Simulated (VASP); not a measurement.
## Cu3Mo: single point with PBE

Cu3Mo:

```xyz
4
Lattice="2.6517 0.0000 0.0000 -1.3258 2.2964 0.0000 0.0000 0.0000 8.6705" Properties=species:S:1:pos:R:3 pbc="T T T"
Cu    0.0000    0.0000    0.0000
Cu    1.3258    0.7655    6.6002
Cu    1.3258    0.7655    2.0702
Mo    0.0000    0.0000    4.3352
```

The cell was built from a structure type or drawn by symmetry, and may not be a known phase.

```json
{
 "Program": "VASP 6.6.1",
 "Task": "single point",
 "Functional": "PBE",
 "Potentials or basis": "VASP PAW PBE potentials, release 64 (Cu, Mo_sv)",
 "Cutoff": "520 eV",
 "k mesh": "18 × 18 × 6",
 "Occupations": "gaussian, width 0.1 eV",
 "Spin": "no spin polarisation"
}
```

| Property | Result |
| --- | --- |
| Pressure | 0.6 GPa |
| Largest force | 0.009 eV/Å |
| Band gap on the k mesh | zero (an odd number of electrons rules out a gap without spin polarisation) |

Forces on the atoms (eV/Å):
```
Cu   0.000  0.000  0.000
Cu   0.000  0.000  0.009
Cu   0.000  0.000 -0.009
Mo   0.000  0.000  0.000
```

Stress tensor (GPa, compression positive):
```
0.59 0.00 0.00
0.00 0.59 0.00
0.00 0.00 0.67
```

Levels at points of the mesh, in eV from the Fermi level:
```csv
k point,band 21,band 22,band 23,band 24,band 25,band 26
"(0.00, 0.00, 0.00)",-2.20,-1.79,-1.79,-0.47,-0.47,-0.31
"(0.50, 0.00, 0.00)",-1.51,-0.83,0.68,0.73,1.63,1.79
"(0.00, 0.00, 0.50)",-2.16,-1.82,-1.82,-1.65,-0.46,-0.46
"(0.50, 0.00, 0.50)",-1.45,-0.78,-0.11,1.17,1.62,1.66
```

It took 3 min on 1 thread of AMD EPYC 9R45 96-Core Processor (Zen 5), on a shared host, peak memory 0.3 GiB.
